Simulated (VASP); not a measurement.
# Sb (P6/mmm) in VASP: a series of runs

Sb is run at these levels: PBE; tasks: relaxation of cell and atoms.

All numbers are computed with VASP 6.6.1; they aren't measurements. Logs are shortened: lines on timing, memory, paths and dates and some standing lists are left out, and cuts for length are marked.

**1. The cell of the first run**

Symmetry: P6/mmm, No. 191, hexagonal system. Conventional cell: a = 4.970 Å, b = 4.970 Å, c = 3.082 Å, α = 90.00°, β = 90.00°, γ = 120.00°. Within 4.1 Å of Sb (site symmetry 6/mmm) lie 14 Sb at 3.08 to 3.26 Å. Within 3.8 Å of Sb (site symmetry -6m2) lie 11 Sb at 2.87 to 3.26 Å.

**2. Relaxation of cell and atoms, PBE, target pressure 22 GPa, at which the enthalpy is minimised**

Input file INCAR:

```
PREC = Accurate ; ENCUT = 600
EDIFF = 1E-6 ; ISMEAR = -1
SIGMA = 0.08 ; LREAL = F
LASPH = T ; NELM = 60
ALGO = Normal ; ISIF = 3
LWAVE = F ; LCHARG = F
GGA = PE ; IBRION = 2
NSW = 60 ; EDIFFG = -0.005
PSTRESS = 220.0
```

Input file KPOINTS:

```
Automatic mesh
0
Gamma
  7 7 10
```

Input file POSCAR:

```
Sb
1.0
    4.9704304707      0.0000000000      0.0000000000
   -2.4852152354      4.3045190554      0.0000000000
    0.0000000000      0.0000000000      3.0816668918
Sb
3
Direct
    0.0000000000      0.0000000000      0.0000000000
    0.3333333333      0.6666666667      0.5000000000
    0.6666666667      0.3333333333      0.5000000000
```

Potentials or basis: VASP PAW PBE potentials, release 64 (Sb).

Run with:

```console
$ cat potpaw_PBE.64/Sb/POTCAR > POTCAR
$ mpirun -np 1 vasp_std > vasp.out
```

OUTCAR:

```text
PREC = Accurate
   ENCUT = 600
   EDIFF = 1E-6
   ISMEAR = -1
   LREAL = F
   LASPH = T
   NELM = 60
   ISIF = 3
   GGA = PE
   IBRION = 2
   NSW = 60
   EDIFFG = -0.005
   PSTRESS = 220.0

 ion  position               nearest neighbor table
   1  0.000  0.000  0.000-   2 3.26   3 3.26   2 3.26   3 3.26   3 3.26   3 3.26   2 3.26   2 3.26
                             3 3.26   3 3.26   2 3.26   2 3.26
   2  0.333  0.667  0.500-   3 2.87   3 2.87   3 2.87   1 3.26   1 3.26   1 3.26   1 3.26   1 3.26
                             1 3.26
   3  0.667  0.333  0.500-   2 2.87   2 2.87   2 2.87   1 3.26   1 3.26   1 3.26   1 3.26   1 3.26
                             1 3.26

  LATTYP: Found a hexagonal cell.
 ALAT       =     4.9704304707
 C/A-ratio  =     0.6200000000

  Lattice vectors:

 A1 = (   4.9704304707,   0.0000000000,   0.0000000000)
 A2 = (  -2.4852152354,   4.3045190554,   0.0000000000)
 A3 = (   0.0000000000,   0.0000000000,   3.0816668918)

Analysis of symmetry for initial positions (statically):
=====================================================================
 Subroutine PRICEL returns:
 Original cell was already a primitive cell.

 Routine SETGRP: Setting up the symmetry group for a
 hexagonal supercell.

 Subroutine GETGRP returns: Found 24 space group operations
 (whereof 24 operations were pure point group operations)
 out of a pool of 24 trial point group operations.

The static configuration has the point symmetry D_6h.

Analysis of symmetry for dynamics (positions and initial velocities):
=====================================================================
 Subroutine PRICEL returns:
 Original cell was already a primitive cell.

 Routine SETGRP: Setting up the symmetry group for a
 hexagonal supercell.

 Subroutine GETGRP returns: Found 24 space group operations
 (whereof 24 operations were pure point group operations)
 out of a pool of 24 trial point group operations.

The dynamic configuration has the point symmetry D_6h.

 Subroutine INISYM returns: Found 24 space group operations
 (whereof 24 operations are pure point group operations),
 and found     1 'primitive' translations

----------------------------------------------------------------------------------------

                                     Primitive cell

  volume of cell :      65.9332

  direct lattice vectors                    reciprocal lattice vectors
     4.970430471  0.000000000  0.000000000     0.201189818  0.116156995  0.000000000
    -2.485215235  4.304519055  0.000000000     0.000000000  0.232313991  0.000000000
     0.000000000  0.000000000  3.081666892     0.000000000  0.000000000  0.324499706

  length of vectors
     4.970430471  4.970430471  3.081666892     0.232313991  0.232313991  0.324499706

  position of ions in fractional coordinates (direct lattice)
     0.000000000  0.000000000  0.000000000
     0.333333333  0.666666667  0.500000000
     0.666666667  0.333333333  0.500000000

  ion indices of the primitive-cell ions
   primitive index   ion index
                 1           1
                 2           2
                 3           3

----------------------------------------------------------------------------------------

 KPOINTS: Automatic mesh

Automatic generation of k-mesh.
 Grid dimensions read from file:
 generate k-points for:    7    7   10

 Generating k-lattice:

  Cartesian coordinates                     Fractional coordinates (reciprocal lattice)
     0.028741403  0.016593856  0.000000000     0.142857143 -0.000000000  0.000000000
     0.000000000  0.033187713  0.000000000     0.000000000  0.142857143  0.000000000
     0.000000000  0.000000000  0.032449971     0.000000000  0.000000000  0.100000000

  Length of vectors
     0.033187713  0.033187713  0.032449971

  Shift w.r.t. Gamma in fractional coordinates (k-lattice)
     0.000000000  0.000000000  0.000000000

 Subroutine IBZKPT returns following result:
 ===========================================

 Found     48 irreducible k-points:

 Following reciprocal coordinates:
            Coordinates               Weight
  0.000000  0.000000  0.000000      1.000000
  0.142857  0.000000  0.000000      6.000000
  0.285714  0.000000  0.000000      6.000000
  0.428571  0.000000  0.000000      6.000000
  0.142857  0.142857  0.000000      6.000000
  0.285714  0.142857  0.000000     12.000000
[... 16 lines left out ...]
  0.428571  0.142857  0.200000     12.000000
  0.285714  0.285714  0.200000     12.000000
 [... further k-points ...]
   k-points           NKPTS =     48   k-points in BZ     NKDIM =     48   number of bands    NBANDS=     11
   number of dos      NEDOS =    301   number of ions     NIONS =      3
   total plane-waves  NPLWV =  44800
   dimension x,y,z NGX =    40 NGY =   40 NGZ =   28
   dimension x,y,z NGXF=    80 NGYF=   80 NGZF=   56
   ions per type =               3
   NGX,Y,Z   is equivalent  to a cutoff of  13.38, 13.38, 15.11 a.u.
   NGXF,Y,Z  is equivalent  to a cutoff of  26.76, 26.76, 30.21 a.u.
 SYSTEM =  unknown system
   PREC   = accura    normal or accurate (medium, high low for compatibility)
   ISTART =      0    job   : 0-new  1-cont  2-samecut
   ICHARG =      2    charge: 1-file 2-atom 10-const
   ISPIN  =      1    spin polarized calculation?
   LNONCOLLINEAR =      F non collinear calculations
   LSORBIT =      F    spin-orbit coupling
   LASPH  =      T    aspherical Exc in radial PAW
   ENCUT  =  600.0 eV  44.10 Ry    6.64 a.u.   9.93  9.93  6.15*2*pi/ulx,y,z
   NELM   =     60;   NELMIN=  2; NELMDL= -5     # of ELM steps
   EDIFF  = 0.1E-05   stopping-criterion for ELM
   LREAL  =      F    real-space projection
   EDIFFG = -.5E-02   stopping-criterion for IOM
   NSW    =     60    number of steps for IOM
   IBRION =      2    ionic relax: 0-MD 1-quasi-New 2-CG
   NFREE  =      1    steps in history (QN), initial steepest desc. (CG)
   ISIF   =      3    stress and relaxation
   ISYM   =      2    0-nonsym 1-usesym 2-fastsym
   POTIM  = 0.5000    time-step for ionic-motion
   TEBEG  =    0.0;   TEEND  =   0.0 temperature during run
   PSTRESS=  220.0 pullay stress
   NELECT =      15.0000    total number of electrons
   NUPDOWN=      -1.0000    fix difference up-down
   EMIN   =  10.00;   EMAX   =-10.00  energy-range for DOS
   EFERMI =   0.00;   METHOD = LEGACY
   ISMEAR =    -1;   SIGMA  =   0.08  broadening in eV -4-tet -1-fermi 0-gaus
   EFERMI_NEDOS =   21; number of points for ismear=-14 and -15
   IALGO  =     38    algorithm
   IMIX   =      4    mixing-type and parameters
     AMIX     =   0.40;   BMIX     =  1.00
     AMIX_MAG =   1.60;   BMIX_MAG =  1.00
  volume/ion in A,a.u.               =      21.98       148.31
  Fermi-wavevector in a.u.,A,eV,Ry     =   0.999395  1.888583 13.589366  0.998790
  Thomas-Fermi vector in A             =   2.131682
   LORBIT       =      0    0 simple, 1 ext, 2 COOP (PROOUT), +10 PAW based schemes
   GGA     = PE    functional components
   LHFCALC =     F    Hartree Fock is set to
   AEXX    =    0.0000 exact exchange contribution
   IVDW    =     0    specifies the selected vdW correction
   LEPSILON=     F    determine dielectric tensor
   LRPA    =     F    only Hartree local field effects (RPA)
 conjugate gradient relaxation of ions
 non-spin polarized calculation
  energy-cutoff  :      600.00
  volume of cell :       65.93
 maximum number of plane-waves:      2214
 NGX is ok and might be reduce to    40
   NGX = 19   NGY = 19   NGZ = 13

--------------------------------------- Ionic step        1  -------------------------------------------

 number of electron      14.9999999 magnetization

 Free energy of the ion-electron system (eV)
  ---------------------------------------------------
  ext. energy  EPLUGINS =         0.00000000
  ---------------------------------------------------
  free energy    TOTEN  =       -10.70406943 eV

  energy without entropy =      -10.66738406  energy(sigma->0) =      -10.68572675

------------------------ aborting loop because EDIFF is reached ----------------------------------------

  FORCE on cell =-STRESS in cart. coord.  units (eV):
  Direction    XX          YY          ZZ          XY          YZ          ZX
  --------------------------------------------------------------------------------------
  -------------------------------------------------------------------------------------
  Total        9.8826835      9.8826835      8.3453489     -0.0000000      0.0000000      0.0000000
  in kB      240.1491969    240.1491970    202.7919683     -0.0000000      0.0000000      0.0000000
  external PRESSURE =       7.6967874 kB  Pullay stress =     220.0000000 kB
[... 100 lines left out ...]
  energy  without entropy=      -10.8034961446  energy(sigma->0) =      -10.82798347

  enthalpy is  TOTEN    =        -1.6632491799 eV   P V=        9.1892216200

[... ionic steps 4 to 7 ...]

--------------------------------------- Ionic step        8  -------------------------------------------

 number of electron      15.0000000 magnetization

------------------------ aborting loop because EDIFF is reached ----------------------------------------
[... 73 lines left out ...]
--------------------------------------- Ionic step       10  -------------------------------------------

 number of electron      15.0000000 magnetization

 Free energy of the ion-electron system (eV)
  ---------------------------------------------------
  ext. energy  EPLUGINS =         0.00000000
  ---------------------------------------------------
  free energy    TOTEN  =       -10.74999459 eV

  energy without entropy =      -10.70321757  energy(sigma->0) =      -10.72660608

 E-fermi :  11.4788     XC(G=0): -11.1238

 val. band max:       11.4693658226   @ k =   0.2857   0.0000   0.2000
 cond. band min:      11.4990490954   @ k =   0.1429   0.1429   0.3000
 fundamental gap:      0.0296832728
 Fermi energy:        11.4788470592

 k-point     1 :       0.0000    0.0000    0.0000
  band No.  band energies     occupation
      1      -3.3181      2.00000
      2       2.9384      2.00000
      3       3.0938      2.00000
      4       6.3056      2.00000
      5       6.3056      2.00000
      6       6.5631      2.00000
      7       6.5631      2.00000
      8      13.5208      0.00000
      9      17.4269      0.00000
     10      18.3228      0.00000
     11      18.3228      0.00000
[... 309 lines left out ...]
 k-point    24 :       0.2857    0.2857    0.2000
  band No.  band energies     occupation
      1      -0.6360      2.00000
      2       0.4451      2.00000
      3       0.5550      2.00000
      4       7.7079      2.00000
      5       8.1823      2.00000
      6      10.1262      2.00000
      7      10.7479      1.99978
      8      11.6215      0.28792
      9      12.1336      0.00056
     10      14.7000      0.00000
     11      14.7961      0.00000

 [... further k-points ...]
[... 5 lines left out ...]
  --------------------------------------------------------------------------------------
  -------------------------------------------------------------------------------------
  Total        9.0795872      9.0795872      9.0768172     -0.0000000     -0.0000000      0.0000000
  in kB      220.1462702    220.1462702    220.0791080     -0.0000000     -0.0000000      0.0000000
  external PRESSURE =       0.1238828 kB  Pullay stress =     220.0000000 kB
[... 22 lines left out ...]
  energy  without entropy=      -10.7032175701  energy(sigma->0) =      -10.72660608

  enthalpy is  TOTEN    =        -1.6764400346 eV   P V=        9.0735545514

 reached required accuracy - stopping structural energy minimisation
```

It took 2.6 min on 1 thread of Intel Xeon 6975P-C, shared host; peak memory 0.24 GiB.

What came out:

```yaml
Free_energy: -10.7500 eV
Relaxed_volume: 22.03 Å³/atom
Relaxed_cell: a = 5.059 Å, b = 5.059 Å, c = 2.982 Å, α = 90.00°, β = 90.00°, γ = 120.00°
Space_group_after_relaxing_to_0.05_Å: P6/mmm (No. 191)
Energy_change_on_relaxing_the_enthalpy_is_what_falls: -15.3 meV/atom
Ionic_steps: 10
Pressure_after_relaxing: 22.0 GPa
```

The path:
| step | energy change (eV) | largest force (eV/Å) | pressure (GPa) | volume (Å³) |
| --- | --- | --- | --- | --- |
| 1 | 0.0000 | 0.0000 | 22.77 | 65.93 |
| 2 | -0.1499 | 0.0000 | 20.39 | 66.93 |
| 3 | -0.1484 | 0.0000 | 20.41 | 66.92 |
| 4 | -0.0456 | 0.0000 | 22.08 | 66.08 |
| 5 | -0.0195 | 0.0000 | 22.46 | 65.89 |
| 6 | -0.0224 | 0.0000 | 22.42 | 65.91 |
| 7 | -0.0441 | 0.0000 | 21.98 | 66.07 |
| 8 | -0.0314 | 0.0000 | 22.25 | 65.97 |
| 9 | -0.0551 | 0.0000 | 21.88 | 66.15 |
| 10 | -0.0459 | 0.0000 | 22.01 | 66.08 |

Final structure:
```yaml
crystal:
  lattice:
    - [5.05855, 0.00000, 0.00000]
    - [-2.52928, 4.38084, 0.00000]
    - [0.00000, 0.00000, 2.98182]
  atoms:
    - { symbol: Sb, position: [0.00000, 0.00000, 0.00000] }
    - { symbol: Sb, position: [0.33333, 0.66667, 0.50000] }
    - { symbol: Sb, position: [0.66667, 0.33333, 0.50000] }
```

Caveat: the cell is relaxed towards a set pressure, so the enthalpy falls and the energy may rise; spin-orbit coupling is left out, which moves the levels of the heavy elements.

**3. Relaxation of cell and atoms, PBE, target pressure 22 GPa, at which the enthalpy is minimised**

This run uses another cell than the first one, of 22.03 Å³/atom, 1.002 times its volume.

Input file INCAR:

```
SYSTEM = Sb
  ALGO = Normal
  EDIFF = 1E-7
  EDIFFG = -0.005
  ENCUT = 600
  GGA = PE
  IBRION = 2
  ISIF = 3
  ISMEAR = -1
  LASPH = .TRUE.
  LCHARG = .FALSE.
  LREAL = .FALSE.
  LWAVE = .FALSE.
  NELM = 60
  NSW = 32
  PREC = Accurate
  PSTRESS = 220.0
  SIGMA = 0.08
```

Input file KPOINTS:

```
k-points
0
G
  7 7 10
  0 0 0
```

Input file POSCAR:

```
Sb
1.0
    5.0585289194      0.0000000000      0.0000000000
   -2.5292644597      4.3808145499      0.0000000000
    0.0000000000      0.0000000000      2.9820348808
Sb
3
Direct
    0.0000000000      0.0000000000      0.0000000000
    0.3333333333      0.6666666667      0.5000000000
    0.6666666667      0.3333333333      0.5000000000
```

Potentials or basis: VASP PAW PBE potentials, release 64 (Sb).

Run with:

```console
$ cat potpaw_PBE.64/Sb/POTCAR > POTCAR
$ mpirun -np 1 vasp_std > vasp.out
```

OUTCAR:

```text
SYSTEM = Sb
   EDIFF = 1E-7
   EDIFFG = -0.005
   ENCUT = 600
   GGA = PE
   IBRION = 2
   ISIF = 3
   ISMEAR = -1
   LASPH = .TRUE.
   LREAL = .FALSE.
   NELM = 60
   NSW = 32
   PREC = Accurate
   PSTRESS = 220.0

 ion  position               nearest neighbor table
   1  0.000  0.000  0.000-   2 3.28   3 3.28   2 3.28   3 3.28   2 3.28   2 3.28   3 3.28   3 3.28
                             3 3.28   3 3.28   2 3.28   2 3.28
   2  0.333  0.667  0.500-   3 2.92   3 2.92   3 2.92   1 3.28   1 3.28   1 3.28   1 3.28   1 3.28
                             1 3.28
   3  0.667  0.333  0.500-   2 2.92   2 2.92   2 2.92   1 3.28   1 3.28   1 3.28   1 3.28   1 3.28
                             1 3.28

  LATTYP: Found a hexagonal cell.
[... 536 lines left out ...]
  Total        9.0799889      9.0799889      9.0711077      0.0000000      0.0000000      0.0000000
  in kB      220.1425910    220.1425910    219.9272684      0.0000000      0.0000000      0.0000000
  external PRESSURE =       0.0708168 kB  Pullay stress =     220.0000000 kB

 VOLUME and BASIS-vectors are now :
 -----------------------------------------------------------------------------
  energy-cutoff  :      600.00
  volume of cell :       66.08
      direct lattice vectors                 reciprocal lattice vectors
     5.058528919  0.000000000  0.000000000     0.197685931  0.114134026  0.000000000
    -2.529264460  4.380814550  0.000000000     0.000000000  0.228268051  0.000000000
     0.000000000  0.000000000  2.982034881     0.000000000  0.000000000  0.335341483

 POSITION                                       TOTAL-FORCE (eV/Angst)
 -----------------------------------------------------------------------------------
      0.00000      0.00000      0.00000        -0.000000      0.000000     -0.000000
     -0.00000      2.92054      1.49102        -0.000000      0.000000      0.000000
      2.52926      1.46027      1.49102         0.000000      0.000000     -0.000000
 -----------------------------------------------------------------------------------
    total drift:                                0.000000     -0.000000      0.000000

  FREE ENERGIE OF THE ION-ELECTRON SYSTEM (eV)
  ---------------------------------------------------
  free  energy   TOTEN  =       -10.7505752711 eV

  energy  without entropy=      -10.7037700960  energy(sigma->0) =      -10.72717268

  enthalpy is  TOTEN    =        -1.6764676968 eV   P V=        9.0741075743

 reached required accuracy - stopping structural energy minimisation
```

OSZICAR:

```text
N       E                     dE             d eps       ncg     rms          rms(c)
DAV:   1     0.788233846176E+02    0.78823E+02   -0.55023E+03  1056   0.118E+03
DAV:   2    -0.554486807288E+01   -0.84368E+02   -0.80553E+02  1290   0.189E+02
DAV:   3    -0.106642783613E+02   -0.51194E+01   -0.47916E+01  1340   0.477E+01
DAV:   4    -0.107682968580E+02   -0.10402E+00   -0.10350E+00  1252   0.691E+00
DAV:   5    -0.107698681404E+02   -0.15713E-02   -0.15685E-02  1338   0.859E-01    0.456E+00
DAV:   6    -0.107574734346E+02    0.12395E-01   -0.34198E-03  1297   0.448E-01    0.270E+00
DAV:   7    -0.107505783918E+02    0.68950E-02   -0.56924E-03  1202   0.574E-01    0.594E-02
DAV:   8    -0.107505706588E+02    0.77330E-05   -0.25466E-04  1203   0.127E-01    0.370E-02
DAV:   9    -0.107505779539E+02   -0.72951E-05   -0.30759E-05  1222   0.449E-02    0.148E-02
DAV:  10    -0.107505759407E+02    0.20132E-05   -0.16066E-06  1338   0.961E-03    0.361E-03
DAV:  11    -0.107505754088E+02    0.53195E-06   -0.14142E-07   815   0.302E-03    0.773E-04
DAV:  12    -0.107505752875E+02    0.12126E-06   -0.22258E-08   624   0.127E-03    0.117E-04
DAV:  13    -0.107505752711E+02    0.16461E-07   -0.41173E-09   585   0.537E-04
   1 F= -.16764677E+01 E0= -.16530651E+01  d E =-.167647E+01
```

Run time: 28 s. Hardware: 1 thread of Intel Xeon 6975P-C, shared host; peak memory 0.2 GiB.

Results:

- Free energy: -10.7506 eV
- Pressure after relaxing: 22.0 GPa

Final structure:
```
CELL_PARAMETERS angstrom
5.05853 0.00000 0.00000
-2.52926 4.38081 0.00000
0.00000 0.00000 2.98203
ATOMIC_POSITIONS crystal
Sb 0.00000 0.00000 0.00000
Sb 0.33333 0.66667 0.50000
Sb 0.66667 0.33333 0.50000
```

Caveat: the relaxation stopped at its first step, so nothing moved; the cell is relaxed towards a set pressure, so the enthalpy falls and the energy may rise; spin-orbit coupling is left out, which moves the levels of the heavy elements.
